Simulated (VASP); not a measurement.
Runs of VASP 6.6.1 on ZrS2. The structure is that of space group P-3m1 (No. 164), or close to it. The cells are those of the table. 

```tsv
cell	gap on the mesh (eV)	pressure (GPa)	largest force (eV/Å)
a = 3.607, b = 3.607, c = 5.645 Å, angles 90.0, 90.0, 120.0°, 3 atoms	(c)	0.1	0.02
a = 3.516, b = 3.516, c = 5.317 Å, angles 90.0, 90.0, 120.0°, 3 atoms	none	(b)	0.02
a = 3.545, b = 3.545, c = 5.387 Å, angles 90.0, 90.0, 120.0°, 3 atoms	(a)	4.1	0.02
a = 3.491, b = 3.491, c = 5.267 Å, angles 90.0, 90.0, 120.0°, 3 atoms	none	8.1	0.02
a = 3.574, b = 3.574, c = 5.486 Å, angles 90.0, 90.0, 120.0°, 3 atoms	0.34	2.1	0.02
```

Alike in all rows: task single point; level LDA; potentials or basis VASP PAW LDA potentials, release 64 (Zr_sv, S); no spin polarisation; k mesh 5 × 5 × 3; cutoff (eV) 500; smearing fermi-dirac 0.05 eV.

Task: Fill in the values left out.

Result: (a) 0.15; (b) 6.1; (c) 0.59.

Caveats: some runs use coarse meshes.

A k mesh can miss the band edges, and the runs leave out spin-orbit coupling on Zr.

A gap of «none» marks levels without a gap at the run's occupations.
